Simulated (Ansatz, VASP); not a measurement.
# Pt: VASP beside Ansatz

The input INCAR:

```
SYSTEM = Pt
  PREC = Accurate
  ENCUT = 520
  EDIFF = 1E-7
  ISMEAR = 0
  SIGMA = 0.15
  LREAL = .FALSE.
  LASPH = .TRUE.
  NELM = 60
  ALGO = Fast
  ISIF = 2
  LWAVE = .FALSE.
  LCHARG = .TRUE.
  GGA = PE
  LELF = .TRUE.
  LVHAR = .TRUE.
  NBANDS = 17
```

File KPOINTS:

```
Automatic mesh
0
G
  18 18 10
  0 0 0
```

POSCAR

```
Pt
1.0
    2.4826856532      0.0000000000      0.0000000000
   -1.2413428266      2.0306205761      0.0000000000
    0.0000000000      0.0000000000      4.7813829983
Pt
2
Direct
    0.6666666667      0.3333333333      0.7500000000
    0.3333333333      0.6666666667      0.2500000000
```

Input for Ansatz:

```yaml
crystal:
  lattice:
    - [2.4826856532, 0.0, 0.0]
    - [-1.2413428266, 2.0306205761, 0.0]
    - [0.0, 0.0, 4.7813829983]
  atoms:
    - { symbol: Pt, position: [0.6666666667, 0.3333333333, 0.75] }
    - { symbol: Pt, position: [0.3333333333, 0.6666666667, 0.25] }
basis:
  ecutwfc: 420
kpoints:
  mp_grid: { grid: [18, 18, 10] }
hamiltonian:
  xc: pbe
scf:
  occupations: { method: gaussian, width: 0.15 }
output:
  forces: true
  stress: true
  eigenvalues: true
```

Change from the starting cell: normal strain along x -0.1000, normal strain along y -0.1500.

Alike in both runs: task single point; functional PBE; k mesh 18 × 18 × 10; occupations gaussian, width 0.15 eV; no spin polarisation.

```csv
,VASP,Ansatz
version,VASP 6.6.1,Ansatz 0.2.0
potentials or method,"VASP PAW PBE potentials, release 64 (Pt), cutoff 520 eV","scalar-relativistic, plane waves, PAW"
valence electrons in the cell,20,36
```

```tsv
	VASP	Ansatz	Ansatz less VASP
gap on the k mesh at the Fermi level (eV)	none	none	-
pressure (GPa)	158.0	158.3	+0.24
traceless stress, the component that is largest in VASP (GPa)	-91.83	-92.27	-0.444
rms of the force components (eV/Å)	0.008	0.008	+0.0006
```

Atom by atom the forces differ by 0.001 eV/Å (rms over components). A gap of «none» marks a metal or a gap that the smearing closes. Both programs put the cell under a high pressure, so it lies far from rest at this level. VASP's potentials hold 20 valence electrons a cell and Ansatz's 36, so a difference there can come from the potentials and not from the codes.

Spin-orbit coupling is off throughout. Noted on VASP's run: the cell as given lies far from equilibrium.
